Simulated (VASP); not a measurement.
# GaN (rocksalt type) (Fm-3m) in VASP: a series of runs, part 2 of 2

VASP 6.6.1.

### Step 6. Single point, PBEsol (volume scaled by 0.72)

Contents of INCAR:

```
SYSTEM = GaN
  PREC = Accurate
  ENCUT = 600
  EDIFF = 1E-6
  ISMEAR = -1
  SIGMA = 0.05
  LREAL = .False.
  LASPH = .True.
  NELM = 120
  ALGO = Normal
  ISIF = 2
  LWAVE = .False.
  LCHARG = .False.
  GGA = PS
  NBANDS = 16
  GGA_COMPAT = .False.
```

Contents of KPOINTS:

```
Automatic mesh
0
Gamma
  17 17 17
  0 0 0
```

Contents of POSCAR:

```
GaN
1.0
    0.0000000000      1.8909468794      1.8909468794
    1.8909468794      0.0000000000      1.8909468794
    1.8909468794      1.8909468794      0.0000000000
Ga N
1 1
Direct
    0.0000000000      0.0000000000      0.0000000000
    0.5000000000      0.5000000000      0.5000000000
```

Potentials or basis: VASP PAW PBE potentials, release 64 (Ga_d, N).

On the command line:

```sh
cat potpaw_PBE.64/Ga_d/POTCAR potpaw_PBE.64/N/POTCAR > POTCAR
mpirun -np 1 vasp_std > vasp.out
```

OUTCAR:

```text
SYSTEM = GaN
   PREC = Accurate
   ENCUT = 600
   EDIFF = 1E-6
   ISMEAR = -1
   LREAL = .False.
   LASPH = .True.
   NELM = 120
   ISIF = 2
   GGA = PS

 ion  position               nearest neighbor table
   1  0.000  0.000  0.000-   2 1.89   2 1.89   2 1.89   2 1.89   2 1.89   2 1.89
   2  0.500  0.500  0.500-   1 1.89   1 1.89   1 1.89   1 1.89   1 1.89   1 1.89

  LATTYP: Found a face centered cubic cell.
 ALAT       =     3.7818937588

  Lattice vectors:

 A1 = (   0.0000000000,   1.8909468794,   1.8909468794)
 A2 = (   1.8909468794,   0.0000000000,   1.8909468794)
 A3 = (   1.8909468794,   1.8909468794,   0.0000000000)

Analysis of symmetry for initial positions (statically):
=====================================================================
 Subroutine PRICEL returns:
 Original cell was already a primitive cell.

 Routine SETGRP: Setting up the symmetry group for a
 face centered cubic supercell.

 Subroutine GETGRP returns: Found 48 space group operations
 (whereof 48 operations were pure point group operations)
 out of a pool of 48 trial point group operations.

The static configuration has the point symmetry O_h .

Analysis of symmetry for dynamics (positions and initial velocities):
=====================================================================
 Subroutine PRICEL returns:
 Original cell was already a primitive cell.

 Routine SETGRP: Setting up the symmetry group for a
 face centered cubic supercell.

 Subroutine GETGRP returns: Found 48 space group operations
 (whereof 48 operations were pure point group operations)
 out of a pool of 48 trial point group operations.

The dynamic configuration has the point symmetry O_h .

 Subroutine INISYM returns: Found 48 space group operations
 (whereof 48 operations are pure point group operations),
 and found     1 'primitive' translations

----------------------------------------------------------------------------------------

                                     Primitive cell

  volume of cell :      13.5228

  direct lattice vectors                    reciprocal lattice vectors
     0.000000000  1.890946879  1.890946879    -0.264417793  0.264417793  0.264417793
     1.890946879  0.000000000  1.890946879     0.264417793 -0.264417793  0.264417793
     1.890946879  1.890946879  0.000000000     0.264417793  0.264417793 -0.264417793

  length of vectors
     2.674202723  2.674202723  2.674202723     0.457985051  0.457985051  0.457985051

  position of ions in fractional coordinates (direct lattice)
     0.000000000  0.000000000  0.000000000
     0.500000000  0.500000000  0.500000000

  ion indices of the primitive-cell ions
   primitive index   ion index
                 1           1
                 2           2

----------------------------------------------------------------------------------------

 KPOINTS: Automatic mesh

Automatic generation of k-mesh.
 Grid dimensions read from file:
 generate k-points for:   17   17   17

 Generating k-lattice:

  Cartesian coordinates                     Fractional coordinates (reciprocal lattice)
    -0.015553988  0.015553988  0.015553988     0.058823529  0.000000000  0.000000000
     0.015553988 -0.015553988  0.015553988     0.000000000  0.058823529  0.000000000
     0.015553988  0.015553988 -0.015553988     0.000000000  0.000000000  0.058823529

  Length of vectors
     0.026940297  0.026940297  0.026940297

  Shift w.r.t. Gamma in fractional coordinates (k-lattice)
     0.000000000  0.000000000  0.000000000

 Subroutine IBZKPT returns following result:
 ===========================================

 Found    165 irreducible k-points:

 Following reciprocal coordinates:
            Coordinates               Weight
  0.000000  0.000000  0.000000      1.000000
  0.058824  0.000000  0.000000      8.000000
  0.117647  0.000000  0.000000      8.000000
  0.176471  0.000000  0.000000      8.000000
  0.235294  0.000000  0.000000      8.000000
  0.294118  0.000000  0.000000      8.000000
[... 16 lines left out ...]
 -0.176471  0.058824  0.000000     24.000000
 -0.117647  0.058824  0.000000     24.000000
 [... further k-points ...]
   k-points           NKPTS =    165   k-points in BZ     NKDIM =    165   number of bands    NBANDS=     16
   number of dos      NEDOS =    301   number of ions     NIONS =      2
   total plane-waves  NPLWV =  13824
   dimension x,y,z NGX =    24 NGY =   24 NGZ =   24
   dimension x,y,z NGXF=    48 NGYF=   48 NGZF=   48
   ions per type =               1   1
   NGX,Y,Z   is equivalent  to a cutoff of  14.92, 14.92, 14.92 a.u.
   NGXF,Y,Z  is equivalent  to a cutoff of  29.84, 29.84, 29.84 a.u.
 SYSTEM =  GaN
   PREC   = accura    normal or accurate (medium, high low for compatibility)
   ISTART =      0    job   : 0-new  1-cont  2-samecut
   ICHARG =      2    charge: 1-file 2-atom 10-const
   ISPIN  =      1    spin polarized calculation?
   LNONCOLLINEAR =      F non collinear calculations
   LSORBIT =      F    spin-orbit coupling
   LASPH  =      T    aspherical Exc in radial PAW
   ENCUT  =  600.0 eV  44.10 Ry    6.64 a.u.   5.34  5.34  5.34*2*pi/ulx,y,z
   NELM   =    120;   NELMIN=  2; NELMDL= -5     # of ELM steps
   EDIFF  = 0.1E-05   stopping-criterion for ELM
   LREAL  =      F    real-space projection
   EDIFFG = 0.1E-04   stopping-criterion for IOM
   NSW    =      0    number of steps for IOM
   IBRION =     -1    ionic relax: 0-MD 1-quasi-New 2-CG
   NFREE  =      0    steps in history (QN), initial steepest desc. (CG)
   ISIF   =      2    stress and relaxation
   ISYM   =      2    0-nonsym 1-usesym 2-fastsym
   POTIM  = 0.5000    time-step for ionic-motion
   TEBEG  =    0.0;   TEEND  =   0.0 temperature during run
   PSTRESS=    0.0 pullay stress
   NELECT =      18.0000    total number of electrons
   NUPDOWN=      -1.0000    fix difference up-down
   EMIN   =  10.00;   EMAX   =-10.00  energy-range for DOS
   EFERMI =   0.00;   METHOD = LEGACY
   ISMEAR =    -1;   SIGMA  =   0.05  broadening in eV -4-tet -1-fermi 0-gaus
   EFERMI_NEDOS =   21; number of points for ismear=-14 and -15
   IALGO  =     38    algorithm
   IMIX   =      4    mixing-type and parameters
     AMIX     =   0.40;   BMIX     =  1.00
     AMIX_MAG =   1.60;   BMIX_MAG =  1.00
  volume/ion in A,a.u.               =       6.76        45.63
  Fermi-wavevector in a.u.,A,eV,Ry     =   1.800845  3.403104 44.124276  3.243043
  Thomas-Fermi vector in A             =   2.861489
   LORBIT       =      0    0 simple, 1 ext, 2 COOP (PROOUT), +10 PAW based schemes
   GGA     = PS    functional components
   LHFCALC =     F    Hartree Fock is set to
   AEXX    =    0.0000 exact exchange contribution
   IVDW    =     0    specifies the selected vdW correction
   LEPSILON=     F    determine dielectric tensor
   LRPA    =     F    only Hartree local field effects (RPA)
 non-spin polarized calculation
  energy-cutoff  :      600.00
  volume of cell :       13.52
 maximum number of plane-waves:       465
 NGX is ok and might be reduce to    24
   NGX = 11   NGY = 11   NGZ = 11

 number of electron      17.9999998 magnetization

 Free energy of the ion-electron system (eV)
  ---------------------------------------------------
  ext. energy  EPLUGINS =         0.00000000
  ---------------------------------------------------
  free energy    TOTEN  =       -10.29296886 eV

  energy without entropy =      -10.29296886  energy(sigma->0) =      -10.29296886

 E-fermi :  13.9194     XC(G=0): -15.3250

 val. band max:       12.7446624572   @ k =  -0.1765   0.1765   0.0000
 cond. band min:      15.7287691539   @ k =   0.4706   0.4706   0.0000
 fundamental gap:      2.9841066967
 Fermi energy:        13.9193761489

 k-point     1 :       0.0000    0.0000    0.0000
  band No.  band energies     occupation
      1      -8.6185      2.00000
      2      -1.4460      2.00000
      3      -1.4460      2.00000
      4      -1.4460      2.00000
      5      -1.2135      2.00000
      6      -1.2135      2.00000
[... 8 lines left out ...]
     15      33.8876      0.00000
     16      33.8876      0.00000

 k-point     2 :       0.0588    0.0000    0.0000
  band No.  band energies     occupation
      1      -8.5254      2.00000
      2      -1.4584      2.00000
      3      -1.4367      2.00000
      4      -1.4367      2.00000
      5      -1.2311      2.00000
      6      -1.2311      2.00000
[... 8 lines left out ...]
     15      33.2669      0.00000
     16      33.2669      0.00000
[... 387 lines left out ...]
      5      -1.2760      2.00000
      6      -1.1412      2.00000
[... 8 lines left out ...]
     15      32.7643      0.00000
     16      34.4604      0.00000

 k-point    24 :      -0.1176    0.0588    0.0000
  band No.  band energies     occupation
      1      -8.0366      2.00000
      2      -1.5201      2.00000
      3      -1.4514      2.00000
      4      -1.4236      2.00000
      5      -1.3383      2.00000
      6      -1.1983      2.00000
[... 8 lines left out ...]
     15      32.6806      0.00000
     16      33.8725      0.00000

 [... further k-points ...]
[... 5 lines left out ...]
  --------------------------------------------------------------------------------------
  -------------------------------------------------------------------------------------
  Total       13.4917671     13.4917671     13.4917671      0.0000000      0.0000000      0.0000000
  in kB     1598.4955674   1598.4955674   1598.4955674      0.0000000      0.0000000      0.0000000
  external PRESSURE =    1598.4955674 kB  Pullay stress =       0.0000000 kB

 VOLUME and BASIS-vectors are now :
 -----------------------------------------------------------------------------
  energy-cutoff  :      600.00
  volume of cell :       13.52
      direct lattice vectors                 reciprocal lattice vectors
     0.000000000  1.890946879  1.890946879    -0.264417793  0.264417793  0.264417793
     1.890946879  0.000000000  1.890946879     0.264417793 -0.264417793  0.264417793
     1.890946879  1.890946879  0.000000000     0.264417793  0.264417793 -0.264417793

 POSITION                                       TOTAL-FORCE (eV/Angst)
 -----------------------------------------------------------------------------------
      0.00000      0.00000      0.00000         0.000000      0.000000     -0.000000
      1.89095      1.89095      1.89095         0.000000      0.000000      0.000000
 -----------------------------------------------------------------------------------
    total drift:                                0.000000     -0.000000     -0.000000

  FREE ENERGIE OF THE ION-ELECTRON SYSTEM (eV)
  ---------------------------------------------------
  free  energy   TOTEN  =       -10.2929688559 eV

  energy  without entropy=      -10.2929688559  energy(sigma->0) =      -10.29296886
```

OSZICAR:

```text
N       E                     dE             d eps       ncg     rms          rms(c)
DAV:   1     0.717589535275E+02    0.71759E+02   -0.99311E+03  6392   0.249E+03
DAV:   2    -0.894537524816E+01   -0.80704E+02   -0.76298E+02  5928   0.341E+02
DAV:   3    -0.125470228215E+02   -0.36016E+01   -0.35901E+01  6216   0.646E+01
DAV:   4    -0.125734073638E+02   -0.26385E-01   -0.26383E-01  6448   0.569E+00
DAV:   5    -0.125736717905E+02   -0.26443E-03   -0.26442E-03  6496   0.527E-01    0.832E+00
DAV:   6    -0.104139648623E+02    0.21597E+01   -0.34196E+00  7928   0.549E+01    0.285E+00
DAV:   7    -0.103251407277E+02    0.88824E-01   -0.44693E-01  6072   0.629E+00    0.180E+00
DAV:   8    -0.102954100315E+02    0.29731E-01   -0.33281E-02  7040   0.430E+00    0.308E-01
DAV:   9    -0.102930205441E+02    0.23895E-02   -0.73331E-03  6952   0.360E+00    0.759E-02
DAV:  10    -0.102929630297E+02    0.57514E-04   -0.59025E-04  6384   0.375E-01    0.180E-02
DAV:  11    -0.102929711117E+02   -0.80819E-05   -0.43863E-05  7016   0.827E-02    0.203E-02
DAV:  12    -0.102929691087E+02    0.20030E-05   -0.16611E-06  5192   0.198E-02    0.819E-03
DAV:  13    -0.102929688559E+02    0.25275E-06   -0.45974E-07  3432   0.144E-02
   1 F= -.10292969E+02 E0= -.10292969E+02  d E =-.231408E-11
```

stdout:

```text
POSCAR found type information on POSCAR GaN
 POSCAR found :  2 types and       2 ions
 scaLAPACK will be used
 -----------------------------------------------------------------------------
|                                                                             |
|                                                                             |
|     You enforced a specific xc type in the INCAR file but a different       |
|     I HOPE YOU KNOW WHAT YOU ARE DOING!                                     |
|                                                                             |
 -----------------------------------------------------------------------------

 LDA part: xc-table for (Slater+PW92), standard interpolation
 POSCAR, INCAR and KPOINTS ok, starting setup
 FFT: planning ... GRIDC
 FFT: planning ... GRID_SOFT
 FFT: planning ... GRID
 WAVECAR not read
 entering main loop
```

Wall time 16 s (1 thread of Intel Xeon 6975P-C (Granite Rapids), shared host); peak memory 0.17 GiB.

What came out:

| Property | Result |
| --- | --- |
| Free energy | -10.2930 eV |
| Pressure | 159.8 GPa |
| Band gap on the k mesh | 2.98 eV, indirect (least direct gap 6.13 eV) |

Caveat: the PAW data sets were made with another functional, which shifts forces and pressure a little. A k mesh can miss the band edges.

### Step 7. The runs side by side

```csv
cell,gap on the mesh (eV),pressure (GPa)
"a = 2.445 Å, angles 60.0°, 2 atoms",5.38,518.5
"a = 2.571 Å, angles 60.0°, 2 atoms",4.00,280.1
"a = 2.674 Å, angles 60.0°, 2 atoms",2.98,159.8
```

Alike in all rows: task single point; level PBEsol; potentials or basis VASP PAW PBE potentials, release 64 (Ga_d, N); no spin polarisation; k mesh 17 × 17 × 17; cutoff (eV) 600; smearing fermi-dirac 0.05 eV.

Caveats: the PAW data sets were made with another functional, which shifts forces and pressure a little.

Absolute energies hang on the potentials; compare differences alone.
